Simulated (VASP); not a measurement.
# Sb in VASP: single point with r2SCAN

Aim: the single point of Sb with r2SCAN.

Everything below comes from runs of VASP 6.6.1. Logs are shortened: lines on timing, memory, paths and dates and some standing lists are left out, and cuts for length are marked.

### Step 1. The cell of the first run

The cell holds a slab with vacuum, 4 atoms: a = 4.341 Å, b = 4.341 Å, c = 22.372 Å, α = 90.00°, β = 90.00°, γ = 120.00°.

### Step 2. Single point, r2SCAN

Input file POSCAR:

```
Sb
1.0
    4.3410112362      0.0000000000      0.0000000000
   -2.1705056181      3.7594260087      0.0000000000
    0.0000000000      0.0000000000     22.3722810559
Sb
4
Direct
    0.3333333333      0.6666666667      0.3799344367
    0.6666666667      0.3333333333      0.4471091715
    0.0000000000      0.0000000000      0.5538049515
    0.3333333333      0.6666666667      0.6212171912
```

Input file INCAR.step1:

```
ALGO = Normal ; DIPOL = 0.5 0.5 0.501
EDIFF = 1E-4 ; ENCUT = 520
GGA = PE ; IDIPOL = 3
ISMEAR = 0 ; LASPH = T
LCHARG = F ; LDIPOL = T
LREAL = F ; LWAVE = T
NBANDS = 18 ; NELM = 100
PREC = Accurate ; SIGMA = 0.1
```

Input file INCAR.step2:

```
ALGO = Normal ; DIPOL = 0.5 0.5 0.501
EDIFF = 1E-6 ; ENCUT = 520
IDIPOL = 3 ; ISIF = 2
ISMEAR = 0 ; ISTART = 1
LASPH = T ; LCHARG = F
LDIPOL = T ; LMIXTAU = T
LREAL = F ; LWAVE = F
METAGGA = R2SCAN ; NBANDS = 18
NELM = 100 ; PREC = Accurate
SIGMA = 0.1
```

Input file KPOINTS:

```
k-points
0
Gamma
  9 9 1
```

Potentials or basis: VASP PAW PBE potentials, release 64 (Sb).

Launch:

```sh
> cat potpaw_PBE.64/Sb/POTCAR > POTCAR
> cp INCAR.step1 INCAR
> mpirun -np 1 vasp_std > vasp.out
> cp INCAR.step2 INCAR
> mpirun -np 1 vasp_std > vasp.out
```

OUTCAR:

```text
EDIFF = 1E-6
   ENCUT = 520
   ISIF = 2
   ISMEAR = 0
   ISTART = 1
   LASPH = T
   LREAL = F
   METAGGA = R2SCAN
   NELM = 100
   PREC = Accurate

 ion  position               nearest neighbor table
   1  0.333  0.667  0.380-   2 2.92   2 2.92   2 2.92
   2  0.667  0.333  0.447-   1 2.92   1 2.92   1 2.92   3 3.46   3 3.46   3 3.46
   3  0.000  0.000  0.554-   4 2.93   4 2.93   4 2.93   2 3.46   2 3.46   2 3.46
   4  0.333  0.667  0.621-   3 2.93   3 2.93   3 2.93

  LATTYP: Found a hexagonal cell.
 ALAT       =     4.3410112362
 C/A-ratio  =     5.1537026371

  Lattice vectors:

 A1 = (   4.3410112362,   0.0000000000,   0.0000000000)
 A2 = (  -2.1705056181,   3.7594260087,   0.0000000000)
 A3 = (   0.0000000000,   0.0000000000,  22.3722810559)

Analysis of symmetry for initial positions (statically):
=====================================================================
 Subroutine PRICEL returns:
 Original cell was already a primitive cell.

 Routine SETGRP: Setting up the symmetry group for a
 hexagonal supercell.

 Subroutine GETGRP returns: Found  6 space group operations
 (whereof  6 operations were pure point group operations)
 out of a pool of 24 trial point group operations.

The static configuration has the point symmetry C_3v.

Analysis of symmetry for dynamics (positions and initial velocities):
=====================================================================
 Subroutine PRICEL returns:
 Original cell was already a primitive cell.

 Routine SETGRP: Setting up the symmetry group for a
 hexagonal supercell.

 Subroutine GETGRP returns: Found  6 space group operations
 (whereof  6 operations were pure point group operations)
 out of a pool of 24 trial point group operations.

The dynamic configuration has the point symmetry C_3v.

 Subroutine INISYM returns: Found  6 space group operations
 (whereof  6 operations are pure point group operations),
 and found     1 'primitive' translations

----------------------------------------------------------------------------------------

                                     Primitive cell

  volume of cell :     365.1092

  direct lattice vectors                    reciprocal lattice vectors
     4.341011236  0.000000000  0.000000000     0.230361072  0.132999027  0.000000000
    -2.170505618  3.759426009  0.000000000     0.000000000  0.265998053  0.000000000
     0.000000000  0.000000000 22.372281056     0.000000000  0.000000000  0.044698169

  length of vectors
     4.341011236  4.341011236 22.372281056     0.265998053  0.265998053  0.044698169

  position of ions in fractional coordinates (direct lattice)
     0.333333333  0.666666667  0.379934437
     0.666666667  0.333333333  0.447109172
     0.000000000  0.000000000  0.553804951
     0.333333333  0.666666667  0.621217191

  ion indices of the primitive-cell ions
   primitive index   ion index
                 1           1
                 2           2
                 3           3
                 4           4

----------------------------------------------------------------------------------------

 KPOINTS: k-points

Automatic generation of k-mesh.
 Grid dimensions read from file:
 generate k-points for:    9    9    1

 Generating k-lattice:

  Cartesian coordinates                     Fractional coordinates (reciprocal lattice)
     0.025595675  0.014777670  0.000000000     0.111111111 -0.000000000  0.000000000
     0.000000000  0.029555339  0.000000000     0.000000000  0.111111111  0.000000000
     0.000000000  0.000000000  0.044698169     0.000000000  0.000000000  1.000000000

  Length of vectors
     0.029555339  0.029555339  0.044698169

  Shift w.r.t. Gamma in fractional coordinates (k-lattice)
     0.000000000  0.000000000  0.000000000

 Subroutine IBZKPT returns following result:
 ===========================================

 Found     12 irreducible k-points:

 Following reciprocal coordinates:
            Coordinates               Weight
  0.000000  0.000000  0.000000      1.000000
  0.111111  0.000000  0.000000      6.000000
  0.222222  0.000000  0.000000      6.000000
  0.333333  0.000000  0.000000      6.000000
  0.444444  0.000000  0.000000      6.000000
  0.111111  0.111111  0.000000      6.000000
  0.222222  0.111111  0.000000     12.000000
  0.333333  0.111111  0.000000     12.000000
  0.444444  0.111111  0.000000      6.000000
  0.222222  0.222222  0.000000      6.000000
  0.333333  0.222222  0.000000     12.000000
  0.333333  0.333333  0.000000      2.000000
   k-points           NKPTS =     12   k-points in BZ     NKDIM =     12   number of bands    NBANDS=     18
   number of dos      NEDOS =    301   number of ions     NIONS =      4
   total plane-waves  NPLWV = 172032
   dimension x,y,z NGX =    32 NGY =   32 NGZ =  168
   dimension x,y,z NGXF=    64 NGYF=   64 NGZF=  336
   ions per type =               4
   NGX,Y,Z   is equivalent  to a cutoff of  12.25, 12.25, 12.48 a.u.
   NGXF,Y,Z  is equivalent  to a cutoff of  24.51, 24.51, 24.97 a.u.
 SYSTEM =  unknown system
   PREC   = accura    normal or accurate (medium, high low for compatibility)
   ISTART =      1    job   : 0-new  1-cont  2-samecut
   ICHARG =      0    charge: 1-file 2-atom 10-const
   ISPIN  =      1    spin polarized calculation?
   LNONCOLLINEAR =      F non collinear calculations
   LSORBIT =      F    spin-orbit coupling
   LASPH  =      T    aspherical Exc in radial PAW
   ENCUT  =  520.0 eV  38.22 Ry    6.18 a.u.   8.07  8.07 41.60*2*pi/ulx,y,z
   NELM   =    100;   NELMIN=  2; NELMDL=  0     # of ELM steps
   EDIFF  = 0.1E-05   stopping-criterion for ELM
   LREAL  =      F    real-space projection
   EDIFFG = 0.1E-04   stopping-criterion for IOM
   NSW    =      0    number of steps for IOM
   IBRION =     -1    ionic relax: 0-MD 1-quasi-New 2-CG
   NFREE  =      0    steps in history (QN), initial steepest desc. (CG)
   ISIF   =      2    stress and relaxation
   ISYM   =      2    0-nonsym 1-usesym 2-fastsym
   POTIM  = 0.5000    time-step for ionic-motion
   TEBEG  =    0.0;   TEEND  =   0.0 temperature during run
   PSTRESS=    0.0 pullay stress
   NELECT =      20.0000    total number of electrons
   NUPDOWN=      -1.0000    fix difference up-down
   EMIN   =  10.00;   EMAX   =-10.00  energy-range for DOS
   EFERMI =   0.00;   METHOD = LEGACY
   ISMEAR =     0;   SIGMA  =   0.10  broadening in eV -4-tet -1-fermi 0-gaus
   EFERMI_NEDOS =   21; number of points for ismear=-14 and -15
   IALGO  =     38    algorithm
   IMIX   =      4    mixing-type and parameters
     AMIX     =   0.40;   BMIX     =  1.00
     AMIX_MAG =   1.60;   BMIX_MAG =  1.00
  volume/ion in A,a.u.               =      91.28       615.97
  Fermi-wavevector in a.u.,A,eV,Ry     =   0.621743  1.174923  5.259520  0.386564
  Thomas-Fermi vector in A             =   1.681354
   LORBIT       =      0    0 simple, 1 ext, 2 COOP (PROOUT), +10 PAW based schemes
   METAGGA = R2SCAN    functional components
   LHFCALC =     F    Hartree Fock is set to
   AEXX    =    0.0000 exact exchange contribution
   IVDW    =     0    specifies the selected vdW correction
   LEPSILON=     F    determine dielectric tensor
   LRPA    =     F    only Hartree local field effects (RPA)
 non-spin polarized calculation
 Gauss-broadening in eV      SIGMA  =   0.10
  energy-cutoff  :      520.00
  volume of cell :      365.11
 maximum number of plane-waves:      9858
   NGX = 17   NGY = 17   NGZ = 83

 dipolmoment           0.000000      0.000000      0.002040 electrons x Angstroem

 number of electron      20.0000000 magnetization

 dipolmoment           0.000000      0.000000     -0.000248 electrons x Angstroem

 Free energy of the ion-electron system (eV)
  ---------------------------------------------------
  ext. energy  EPLUGINS =         0.00000000
  ---------------------------------------------------
  free energy    TOTEN  =      -102.47596517 eV

  energy without entropy =     -102.47330392  energy(sigma->0) =     -102.47463454

 E-fermi :  -0.5384     XC(G=0):  -3.8829

 val. band max:       -0.5752996685   @ k =   0.0000   0.0000   0.0000
 cond. band min:      -0.1138691021   @ k =   0.3333   0.0000   0.0000
 fundamental gap:      0.4614305664
 Fermi energy:        -0.5383596443

 k-point     1 :       0.0000    0.0000    0.0000
  band No.  band energies     occupation
      1     -13.1719      2.00000
      2     -12.4767      2.00000
      3      -8.4718      2.00000
      4      -6.5862      2.00000
      5      -2.1992      2.00000
      6      -2.1992      2.00000
[... 10 lines left out ...]
     17       3.7329      0.00000
     18       3.7962      0.00000

 k-point     2 :       0.1111    0.0000    0.0000
  band No.  band energies     occupation
      1     -13.0480      2.00000
      2     -12.3600      2.00000
      3      -8.4575      2.00000
      4      -6.7873      2.00000
      5      -3.1901      2.00000
      6      -2.7446      2.00000
[... 10 lines left out ...]
     17       3.8291      0.00000
     18       3.9962      0.00000

 k-point     3 :       0.2222    0.0000    0.0000
  band No.  band energies     occupation
      1     -12.6817      2.00000
      2     -12.0207      2.00000
      3      -8.5148      2.00000
      4      -7.4243      2.00000
      5      -4.4330      2.00000
      6      -3.2974      2.00000
[... 10 lines left out ...]
     17       4.0018      0.00000
     18       4.4506      0.00000

 k-point     4 :       0.3333    0.0000    0.0000
  band No.  band energies     occupation
      1     -12.0975      2.00000
      2     -11.5096      2.00000
      3      -8.9479      2.00000
      4      -8.2839      2.00000
      5      -5.0883      2.00000
      6      -3.5283      2.00000
[... 10 lines left out ...]
     17       4.2730      0.00000
     18       4.9886      0.00000

 k-point     5 :       0.4444    0.0000    0.0000
  band No.  band energies     occupation
      1     -11.3905      2.00000
      2     -11.0628      2.00000
      3      -9.6592      2.00000
      4      -8.9900      2.00000
      5      -5.0969      2.00000
      6      -3.7649      2.00000
[... 10 lines left out ...]
     17       4.2663      0.00000
     18       5.3843      0.00000

 k-point     6 :       0.1111    0.1111    0.0000
  band No.  band energies     occupation
      1     -12.8026      2.00000
      2     -12.1314      2.00000
      3      -8.4740      2.00000
      4      -7.2143      2.00000
      5      -4.0655      2.00000
      6      -3.2659      2.00000
[... 10 lines left out ...]
     17       3.9230      0.00000
     18       4.3031      0.00000

 k-point     7 :       0.2222    0.1111    0.0000
  band No.  band energies     occupation
      1     -12.3245      2.00000
      2     -11.6987      2.00000
      3      -8.6942      2.00000
      4      -8.0029      2.00000
      5      -4.8147      2.00000
      6      -3.7794      2.00000
[... 10 lines left out ...]
     17       4.0473      0.00000
     18       4.6281      0.00000

 k-point     8 :       0.3333    0.1111    0.0000
  band No.  band energies     occupation
      1     -11.6572      2.00000
      2     -11.1595      2.00000
      3      -9.3362      2.00000
      4      -8.8104      2.00000
      5      -5.0983      2.00000
      6      -4.1299      2.00000
[... 10 lines left out ...]
     17       4.4071      0.00000
     18       5.1861      0.00000

 k-point     9 :       0.4444    0.1111    0.0000
  band No.  band energies     occupation
      1     -11.0383      2.00000
      2     -10.9973      2.00000
      3      -9.8127      2.00000
      4      -9.2528      2.00000
      5      -5.1330      2.00000
      6      -3.9669      2.00000
[... 10 lines left out ...]
     17       4.3225      0.00000
     18       5.6548      0.00000

 k-point    10 :       0.2222    0.2222    0.0000
  band No.  band energies     occupation
      1     -11.7520      2.00000
      2     -11.2058      2.00000
      3      -9.1085      2.00000
      4      -8.8074      2.00000
      5      -4.8237      2.00000
      6      -4.6560      2.00000
[... 10 lines left out ...]
     17       4.2742      0.00000
     18       4.5046      0.00000

 k-point    11 :       0.3333    0.2222    0.0000
  band No.  band energies     occupation
      1     -11.0372      2.00000
      2     -10.7118      2.00000
      3      -9.7557      2.00000
      4      -9.5037      2.00000
      5      -5.1990      2.00000
      6      -4.7303      2.00000
[... 10 lines left out ...]
     17       4.4403      0.00000
     18       5.5321      0.00000

 k-point    12 :       0.3333    0.3333    0.0000
  band No.  band energies     occupation
      1     -10.3659      2.00000
      2     -10.3558      2.00000
      3     -10.2091      2.00000
      4     -10.0778      2.00000
      5      -5.2071      2.00000
      6      -5.1959      2.00000
[... 10 lines left out ...]
     17       5.3688      0.00000
     18       5.5467      0.00000

------------------------ aborting loop because EDIFF is reached ----------------------------------------

 vacuum level on the upper side and lower side of the slab       (xc-potential included)        -0.027        -0.018

  FORCE on cell =-STRESS in cart. coord.  units (eV):
  Direction    XX          YY          ZZ          XY          YZ          ZX
  --------------------------------------------------------------------------------------
  -------------------------------------------------------------------------------------
  Total       -1.9875526     -1.9875526      0.1628163     -0.0000000      0.0000000     -0.0000000
  in kB       -8.7218075     -8.7218075      0.7144727     -0.0000000      0.0000000     -0.0000000
  external PRESSURE =      -5.5763808 kB  Pullay stress =       0.0000000 kB

 VOLUME and BASIS-vectors are now :
 -----------------------------------------------------------------------------
  energy-cutoff  :      520.00
  volume of cell :      365.11
      direct lattice vectors                 reciprocal lattice vectors
     4.341011236  0.000000000  0.000000000     0.230361072  0.132999027  0.000000000
    -2.170505618  3.759426009  0.000000000     0.000000000  0.265998053  0.000000000
     0.000000000  0.000000000 22.372281056     0.000000000  0.000000000  0.044698169

 POSITION                                       TOTAL-FORCE (eV/Angst)
 -----------------------------------------------------------------------------------
     -0.00000      2.50628      8.50000        -0.000000      0.000000     -0.084718
      2.17051      1.25314     10.00285         0.000000      0.000000      0.096585
      0.00000      0.00000     12.38988        -0.000000     -0.000000     -0.057860
     -0.00000      2.50628     13.89805         0.000000      0.000000      0.045992
 -----------------------------------------------------------------------------------
    total drift:                               -0.000000      0.000000      0.000345

  FREE ENERGIE OF THE ION-ELECTRON SYSTEM (eV)
  ---------------------------------------------------
  free  energy   TOTEN  =      -102.4759651676 eV

  energy  without entropy=     -102.4733039220  energy(sigma->0) =     -102.47463454

 vacuum level on the upper side and lower side of the slab         3.820         3.825
```

It took 9.4 min on 1 thread of AMD EPYC 7R13, shared host; peak memory 0.43 GiB.

Results:

* Free energy: -102.4760 eV
* Largest force: 0.097 eV/Å

Forces in eV/Å, atoms in the order of the input:
```
Sb   0.000  0.000 -0.085
Sb   0.000  0.000  0.097
Sb   0.000  0.000 -0.058
Sb   0.000  0.000  0.046
```

Levels at points of the mesh, in eV from the Fermi level:
| k point | band 8 | band 9 | band 10 | band 11 | band 12 | band 13 |
| --- | --- | --- | --- | --- | --- | --- |
| (0.00, 0.00, 0.00) | -1.41 | -1.41 | -0.25 | -0.04 | 1.08 | 1.08 |

Caveat: the PAW data sets were made with another functional, which shifts forces and pressure a little; spin-orbit coupling is left out, which moves the levels of the heavy elements.
